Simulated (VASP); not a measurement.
# Sn2Pt (Fm-3m) in VASP: further runs

Sn2Pt is run at these levels: LDA; tasks: single point.

Program: VASP 6.6.1. These are calculated values, not measurements. Logs are shortened: lines on timing, memory, paths and dates and some standing lists are left out, and cuts for length are marked.

## (1) The cell of the first run

It takes space group Fm-3m (No. 225, cubic). Conventional cell: a = 6.489 Å, b = 6.489 Å, c = 6.489 Å, α = 90.00°, β = 90.00°, γ = 90.00°. Within 3.7 Å of Sn (site symmetry -43m) lie 4 Pt at 2.81 Å and 6 Sn at 3.24 Å. Pt (site symmetry m-3m) has 8 Sn at 2.81 Å within 3.7 Å.

## (2) Single point, LDA

Input file INCAR:

```
SYSTEM = Sn2Pt
ALGO = Normal
EDIFF = 1E-6
ENCUT = 520
GGA = CA
ISIF = 2
ISMEAR = -1
LASPH = .TRUE.
LCHARG = .FALSE.
LREAL = .FALSE.
LWAVE = .FALSE.
NBANDS = 26
NELM = 100
PREC = Accurate
SIGMA = 0.01
```

Input file KPOINTS:

```
k-points
0
G
  8 8 8
  0 0 0
```

Input file POSCAR:

```
Sn2Pt
1.0
    0.0000000000      3.2443089994      3.2443089994
    3.2443089994      0.0000000000      3.2443089994
    3.2443089994      3.2443089994      0.0000000000
Sn Pt
2 1
Direct
    0.2500000000      0.2500000000      0.2500000000
    0.7500000000      0.7500000000      0.7500000000
    0.0000000000      0.0000000000      0.0000000000
```

Potentials or basis: VASP PAW LDA potentials, release 64 (Sn_d, Pt).

The run is started by

```console
$ cat potpaw_LDA.64/Sn_d/POTCAR potpaw_LDA.64/Pt/POTCAR > POTCAR
$ mpirun -np 1 vasp_std > vasp.out
```

OUTCAR:

```text
SYSTEM = Sn2Pt
   EDIFF = 1E-6
   ENCUT = 520
   GGA = CA
   ISIF = 2
   ISMEAR = -1
   LASPH = .TRUE.
   LREAL = .FALSE.
   NELM = 100
   PREC = Accurate

 ion  position               nearest neighbor table
   1  0.250  0.250  0.250-   3 2.81   3 2.81   3 2.81   3 2.81   2 3.24   2 3.24   2 3.24   2 3.24
                             2 3.24   2 3.24
   2  0.750  0.750  0.750-   3 2.81   3 2.81   3 2.81   3 2.81   1 3.24   1 3.24   1 3.24   1 3.24
                             1 3.24   1 3.24
   3  0.000  0.000  0.000-   1 2.81   2 2.81   2 2.81   2 2.81   2 2.81   1 2.81   1 2.81   1 2.81

  LATTYP: Found a face centered cubic cell.
 ALAT       =     6.4886179988

  Lattice vectors:

 A1 = (   0.0000000000,   3.2443089994,   3.2443089994)
 A2 = (   3.2443089994,   0.0000000000,   3.2443089994)
 A3 = (   3.2443089994,   3.2443089994,   0.0000000000)

Analysis of symmetry for initial positions (statically):
=====================================================================
 Subroutine PRICEL returns:
 Original cell was already a primitive cell.

 Routine SETGRP: Setting up the symmetry group for a
 face centered cubic supercell.

 Subroutine GETGRP returns: Found 48 space group operations
 (whereof 48 operations were pure point group operations)
 out of a pool of 48 trial point group operations.

The static configuration has the point symmetry O_h .

Analysis of symmetry for dynamics (positions and initial velocities):
=====================================================================
 Subroutine PRICEL returns:
 Original cell was already a primitive cell.

 Routine SETGRP: Setting up the symmetry group for a
 face centered cubic supercell.

 Subroutine GETGRP returns: Found 48 space group operations
 (whereof 48 operations were pure point group operations)
 out of a pool of 48 trial point group operations.

The dynamic configuration has the point symmetry O_h .

 Subroutine INISYM returns: Found 48 space group operations
 (whereof 48 operations are pure point group operations),
 and found     1 'primitive' translations

----------------------------------------------------------------------------------------

                                     Primitive cell

  volume of cell :      68.2962

  direct lattice vectors                    reciprocal lattice vectors
     0.000000000  3.244308999  3.244308999    -0.154116023  0.154116023  0.154116023
     3.244308999  0.000000000  3.244308999     0.154116023 -0.154116023  0.154116023
     3.244308999  3.244308999  0.000000000     0.154116023  0.154116023 -0.154116023

  length of vectors
     4.588145787  4.588145787  4.588145787     0.266936782  0.266936782  0.266936782

  position of ions in fractional coordinates (direct lattice)
     0.250000000  0.250000000  0.250000000
     0.750000000  0.750000000  0.750000000
     0.000000000  0.000000000  0.000000000

  ion indices of the primitive-cell ions
   primitive index   ion index
                 1           1
                 2           2
                 3           3

----------------------------------------------------------------------------------------

 KPOINTS: k-points

Automatic generation of k-mesh.
 Grid dimensions read from file:
 generate k-points for:    8    8    8

 Generating k-lattice:

  Cartesian coordinates                     Fractional coordinates (reciprocal lattice)
    -0.019264503  0.019264503  0.019264503     0.125000000  0.000000000  0.000000000
     0.019264503 -0.019264503  0.019264503     0.000000000  0.125000000  0.000000000
     0.019264503  0.019264503 -0.019264503     0.000000000  0.000000000  0.125000000

  Length of vectors
     0.033367098  0.033367098  0.033367098

  Shift w.r.t. Gamma in fractional coordinates (k-lattice)
     0.000000000  0.000000000  0.000000000

 Subroutine IBZKPT returns following result:
 ===========================================

 Found     29 irreducible k-points:

 Following reciprocal coordinates:
            Coordinates               Weight
  0.000000  0.000000  0.000000      1.000000
  0.125000  0.000000  0.000000      8.000000
  0.250000  0.000000  0.000000      8.000000
  0.375000  0.000000  0.000000      8.000000
  0.500000  0.000000  0.000000      4.000000
  0.125000  0.125000  0.000000      6.000000
[... 16 lines left out ...]
  0.500000  0.250000  0.125000     48.000000
 -0.375000  0.250000  0.125000     24.000000
 [... further k-points ...]
   k-points           NKPTS =     29   k-points in BZ     NKDIM =     29   number of bands    NBANDS=     26
   number of dos      NEDOS =    301   number of ions     NIONS =      3
   total plane-waves  NPLWV =  46656
   dimension x,y,z NGX =    36 NGY =   36 NGZ =   36
   dimension x,y,z NGXF=    72 NGYF=   72 NGZF=   72
   ions per type =               2   1
   NGX,Y,Z   is equivalent  to a cutoff of  13.04, 13.04, 13.04 a.u.
   NGXF,Y,Z  is equivalent  to a cutoff of  26.09, 26.09, 26.09 a.u.
 SYSTEM =  Sn2Pt
   PREC   = accura    normal or accurate (medium, high low for compatibility)
   ISTART =      0    job   : 0-new  1-cont  2-samecut
   ICHARG =      2    charge: 1-file 2-atom 10-const
   ISPIN  =      1    spin polarized calculation?
   LNONCOLLINEAR =      F non collinear calculations
   LSORBIT =      F    spin-orbit coupling
   LASPH  =      T    aspherical Exc in radial PAW
   ENCUT  =  520.0 eV  38.22 Ry    6.18 a.u.   8.53  8.53  8.53*2*pi/ulx,y,z
   NELM   =    100;   NELMIN=  2; NELMDL= -5     # of ELM steps
   EDIFF  = 0.1E-05   stopping-criterion for ELM
   LREAL  =      F    real-space projection
   EDIFFG = 0.1E-04   stopping-criterion for IOM
   NSW    =      0    number of steps for IOM
   IBRION =     -1    ionic relax: 0-MD 1-quasi-New 2-CG
   NFREE  =      0    steps in history (QN), initial steepest desc. (CG)
   ISIF   =      2    stress and relaxation
   ISYM   =      2    0-nonsym 1-usesym 2-fastsym
   POTIM  = 0.5000    time-step for ionic-motion
   TEBEG  =    0.0;   TEEND  =   0.0 temperature during run
   PSTRESS=    0.0 pullay stress
   NELECT =      38.0000    total number of electrons
   NUPDOWN=      -1.0000    fix difference up-down
   EMIN   =  10.00;   EMAX   =-10.00  energy-range for DOS
   EFERMI =   0.00;   METHOD = LEGACY
   ISMEAR =    -1;   SIGMA  =   0.01  broadening in eV -4-tet -1-fermi 0-gaus
   EFERMI_NEDOS =   21; number of points for ismear=-14 and -15
   IALGO  =     38    algorithm
   IMIX   =      4    mixing-type and parameters
     AMIX     =   0.40;   BMIX     =  1.00
     AMIX_MAG =   1.60;   BMIX_MAG =  1.00
  volume/ion in A,a.u.               =      22.77       153.63
  Fermi-wavevector in a.u.,A,eV,Ry     =   1.346492  2.544501 24.667921  1.813041
  Thomas-Fermi vector in A             =   2.474320
   LORBIT       =      0    0 simple, 1 ext, 2 COOP (PROOUT), +10 PAW based schemes
   GGA     = CA    functional components
   LHFCALC =     F    Hartree Fock is set to
   AEXX    =    0.0000 exact exchange contribution
   IVDW    =     0    specifies the selected vdW correction
   LEPSILON=     F    determine dielectric tensor
   LRPA    =     F    only Hartree local field effects (RPA)
 non-spin polarized calculation
  energy-cutoff  :      520.00
  volume of cell :       68.30
 maximum number of plane-waves:      1862
 NGX is ok and might be reduce to    36
   NGX = 17   NGY = 17   NGZ = 17

 number of electron      38.0000003 magnetization

 Free energy of the ion-electron system (eV)
  ---------------------------------------------------
  ext. energy  EPLUGINS =         0.00000000
  ---------------------------------------------------
  free energy    TOTEN  =       -17.86634851 eV

  energy without entropy =      -17.86594278  energy(sigma->0) =      -17.86614564

 E-fermi :   9.0208     XC(G=0): -11.2205

 val. band max:        8.9717574517   @ k =   0.3750   0.0000   0.0000
 cond. band min:       9.0413243859   @ k =   0.5000   0.3750   0.1250
 fundamental gap:      0.0695669342
 Fermi energy:         9.0208118209

 k-point     1 :       0.0000    0.0000    0.0000
  band No.  band energies     occupation
      1     -12.8479      2.00000
      2     -12.8479      2.00000
      3     -12.7532      2.00000
      4     -12.7532      2.00000
      5     -12.7532      2.00000
      6     -12.6199      2.00000
[... 18 lines left out ...]
     25      12.9723      0.00000
     26      12.9757      0.00000

 k-point     2 :       0.1250    0.0000    0.0000
  band No.  band energies     occupation
      1     -12.8354      2.00000
      2     -12.8354      2.00000
      3     -12.7509      2.00000
      4     -12.7478      2.00000
      5     -12.7478      2.00000
      6     -12.6246      2.00000
[... 18 lines left out ...]
     25      13.4430      0.00000
     26      13.4430      0.00000

 k-point     3 :       0.2500    0.0000    0.0000
  band No.  band energies     occupation
      1     -12.7995      2.00000
      2     -12.7995      2.00000
      3     -12.7416      2.00000
      4     -12.7327      2.00000
      5     -12.7327      2.00000
      6     -12.6381      2.00000
[... 18 lines left out ...]
     25      14.6302      0.00000
     26      14.6302      0.00000

 k-point     4 :       0.3750    0.0000    0.0000
  band No.  band energies     occupation
      1     -12.7459      2.00000
      2     -12.7459      2.00000
      3     -12.7219      2.00000
      4     -12.7104      2.00000
      5     -12.7104      2.00000
      6     -12.6589      2.00000
[... 18 lines left out ...]
     25      16.0286      0.00000
     26      16.0286      0.00000
[... 496 lines left out ...]
      1     -12.8194      2.00000
      2     -12.7553      2.00000
      3     -12.7338      2.00000
      4     -12.7193      2.00000
      5     -12.7081      2.00000
      6     -12.6612      2.00000
[... 18 lines left out ...]
     25      15.3968      0.00000
     26      17.3103      0.00000

 k-point    23 :       0.5000    0.2500    0.1250
  band No.  band energies     occupation
      1     -12.7898      2.00000
      2     -12.7423      2.00000
      3     -12.7031      2.00000
      4     -12.6916      2.00000
      5     -12.6884      2.00000
      6     -12.6826      2.00000
[... 18 lines left out ...]
     25      16.3266      0.00000
     26      17.2885      0.00000

 k-point    24 :      -0.3750    0.2500    0.1250
  band No.  band energies     occupation
      1     -12.7454      2.00000
      2     -12.7452      2.00000
      3     -12.7233      2.00000
      4     -12.7116      2.00000
      5     -12.6854      2.00000
      6     -12.6807      2.00000
[... 18 lines left out ...]
     25      15.3487      0.00000
     26      17.7888      0.00000

 [... further k-points ...]

------------------------ aborting loop because EDIFF is reached ----------------------------------------

  FORCE on cell =-STRESS in cart. coord.  units (eV):
  Direction    XX          YY          ZZ          XY          YZ          ZX
  --------------------------------------------------------------------------------------
  -------------------------------------------------------------------------------------
  Total       -1.7244529     -1.7244529     -1.7244529     -0.0000000     -0.0000000     -0.0000000
  in kB      -40.4543556    -40.4543556    -40.4543556     -0.0000000     -0.0000000     -0.0000000
  external PRESSURE =     -40.4543556 kB  Pullay stress =       0.0000000 kB

 VOLUME and BASIS-vectors are now :
 -----------------------------------------------------------------------------
  energy-cutoff  :      520.00
  volume of cell :       68.30
      direct lattice vectors                 reciprocal lattice vectors
     0.000000000  3.244308999  3.244308999    -0.154116023  0.154116023  0.154116023
     3.244308999  0.000000000  3.244308999     0.154116023 -0.154116023  0.154116023
     3.244308999  3.244308999  0.000000000     0.154116023  0.154116023 -0.154116023

 POSITION                                       TOTAL-FORCE (eV/Angst)
 -----------------------------------------------------------------------------------
      1.62215      1.62215      1.62215         0.000000     -0.000000      0.000000
      4.86646      4.86646      4.86646        -0.000000      0.000000      0.000000
      0.00000      0.00000      0.00000        -0.000000      0.000000     -0.000000
 -----------------------------------------------------------------------------------
    total drift:                                0.000000      0.000000      0.000000

  FREE ENERGIE OF THE ION-ELECTRON SYSTEM (eV)
  ---------------------------------------------------
  free  energy   TOTEN  =       -17.8663485101 eV

  energy  without entropy=      -17.8659427784  energy(sigma->0) =      -17.86614564
```

Run time: 75 s. Hardware: 1 thread of Intel Xeon 8259CL, shared host; peak memory 0.2 GiB.

Results:

* Free energy: -17.8663 eV
* Pressure: -4.0 GPa
* Band gap on the k mesh: zero (bands 19 and 20 overlap by 3.36 eV)

Levels at points of the mesh, in eV from the Fermi level:
| k point | band 16 | band 17 | band 18 | band 19 | band 20 | band 21 | band 22 | band 23 |
| --- | --- | --- | --- | --- | --- | --- | --- | --- |
| (0.00, 0.00, 0.00) | -3.57 | -3.21 | 2.25 | 2.25 | 2.25 | 2.62 | 2.62 | 2.62 |
| (0.50, 0.00, 0.00) | -3.54 | -3.54 | -0.68 | -0.68 | 0.60 | 0.71 | 2.63 | 2.63 |
| (0.50, 0.50, 0.00) | -3.48 | -3.46 | -3.33 | -3.33 | -0.75 | 2.02 | 6.79 | 6.79 |

Caveat: the cell stands under tension; spin-orbit coupling is left out, which moves the levels of the heavy elements.

(Continued in part 2 of 2.)
